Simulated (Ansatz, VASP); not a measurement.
**One calculation of AlN, two programs**

```xyz
48
Lattice="-4.6695 2.6959 4.9810 4.6695 -2.6959 4.9810 4.6695 8.0878 -4.9810" Properties=species:S:1:pos:R:3 pbc="T T T"
Al    0.0000    1.7973    0.0000
Al    0.0000    1.7973    4.9810
Al    3.1130    1.7973    4.9810
Al    3.1130    1.7973    0.0000
Al    1.5565    4.4932    4.9810
Al    1.5565    4.4932    0.0000
Al    4.6695    4.4932    0.0000
Al    0.0000    7.1892    0.0000
Al    3.1130    7.1892    0.0000
Al    7.7825    4.4932    0.0000
Al   -3.1130    1.7973    4.9810
Al    1.5565   -0.8986    4.9810
Al    1.5565    0.8987    2.4905
Al    1.5565    0.8987    7.4715
Al    0.0000    3.5946    2.4905
Al    4.6695    0.8986    2.4905
Al   -1.5565    6.2905    2.4905
Al    3.1130    3.5946    2.4905
Al    6.2260    3.5946    2.4905
Al    1.5565    6.2905    2.4905
Al    4.6695    6.2905    2.4905
Al    4.6695    6.2905   -2.4905
Al   -1.5565    0.8986    7.4715
Al   -1.5565    0.8986    2.4905
N     0.0000    1.7973    1.8928
N     0.0000    1.7973    6.8738
N    -1.5565    4.4932    1.8928
N     3.1130    1.7973    1.8928
N     6.2260    1.7973    1.8928
N     1.5565    4.4932    1.8928
N     4.6695    4.4932    1.8928
N     0.0000    7.1892    1.8928
N     3.1130    7.1892    1.8928
N     3.1130    7.1892   -3.0882
N     1.5565   -0.8986    1.8928
N     1.5565   -0.8986    6.8738
N     1.5565    0.8987    4.3833
N    -3.1130    3.5946    4.3833
N     0.0000    3.5946    4.3833
N     4.6695    0.8986    4.3833
N     3.1130    3.5946   -0.5977
N     3.1130    3.5946    4.3833
N     1.5565    6.2905   -0.5977
N     1.5565    6.2905    4.3833
N     4.6695    6.2905    4.3833
N     4.6695    6.2905   -0.5977
N     3.1130   -1.7973    4.3833
N    -1.5565    0.8986    4.3833
```

Alike in both runs: task single point; functional PBE; k mesh 2 × 2 × 2; occupations gaussian, width 0.05 eV; no spin polarisation.

|  | VASP | Ansatz |
| --- | --- | --- |
| version | VASP 6.6.1 | Ansatz 0.2.0 |
| potentials or method | VASP PAW PBE potentials, release 64 (Al, N), cutoff 520 eV | scalar-relativistic, plane waves, PAW |
| valence electrons in the cell | 192 | 192 |

Ansatz gave:

| Quantity | Value |
| --- | --- |
| gap on the k mesh at the Fermi level (eV) | 4.21 |
| rms of the force components (eV/Å) | 0.075 |

What did VASP give for the same quantities?

gap on the k mesh at the Fermi level (eV): 4.22; rms of the force components (eV/Å): 0.074.

Atom by atom the forces differ by 0.001 eV/Å (rms over components). Ansatz's warnings: structure snapped to symmetry.

The k mesh is coarse, so the values compare programs but aren't converged.
